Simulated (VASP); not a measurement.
Write the native input for VASP 6.6.1 that does the following.

```
Task                   : relaxation of cell and atoms
Functional             : PBE
Potentials or basis    : VASP PAW PBE potentials, release 64 (Cd, Si)
Cutoff                 : 500 eV
k mesh                 : 12 × 12 × 10
Occupations            : gaussian, width 0.1 eV
Spin                   : no spin polarisation
Dipole correction      : no
Further INCAR settings : ALGO = Normal; EDIFF = 1e-07; IBRION = 2; EDIFFG = -0.01; NSW = 100; ISIF = 3
```

The structure of Cd3Si lies in POSCAR:

```
Cd3Si
1.0
    4.9890806915      0.0000000000      0.0000000000
   -2.4945403457      4.3206706204      0.0000000000
    0.0000000000      0.0000000000      5.2655984376
Cd Si
3 1
Direct
    0.0000000000      0.0000000000      0.5000000000
    0.3333333333      0.6666666667      0.0000000000
    0.6666666667      0.3333333333      0.0000000000
    0.0000000000      0.0000000000      0.0000000000
```

One way to write it, as run:

INCAR

```
SYSTEM = Cd3Si
  PREC = Accurate
  ENCUT = 500
  EDIFF = 1E-7
  ISMEAR = 0
  SIGMA = 0.1
  LREAL = .False.
  LASPH = .True.
  NELM = 120
  ALGO = Normal
  ISIF = 3
  LWAVE = .False.
  LCHARG = .False.
  GGA = PE
  IBRION = 2
  NSW = 100
  EDIFFG = -0.01
  GGA_COMPAT = .False.
  NELMIN = 4
```

KPOINTS

```
Automatic mesh
0
Gamma
  12 12 10
  0 0 0
```

Potentials or basis: VASP PAW PBE potentials, release 64 (Cd, Si).

The run is started by

```console
$ cat potpaw_PBE.64/Cd/POTCAR potpaw_PBE.64/Si/POTCAR > POTCAR
$ mpirun -np 1 vasp_std > vasp.out
```

Results of the run:

```
Relaxed volume                         : 28.99 Å³/atom
Relaxed cell                           : a = 5.082 Å, b = 5.082 Å, c = 5.184 Å, α = 90.00°, β = 90.00°, γ = 120.00°
Space group after relaxing (to 0.05 Å) : P6/mmm (No. 191)
Energy gained by relaxing              : 6.0 meV/atom
Ionic steps                            : 5
Pressure after relaxing                : 0.0 GPa
Band gap on the k mesh                 : zero (band 20 reaches 2.90 eV, above the bottom of band 21 at 0.85 eV)
```

It took 8.9 min on 1 thread of AMD EPYC 9R45 96-Core Processor (Zen 5) (shared host), peak memory 0.36 GiB.
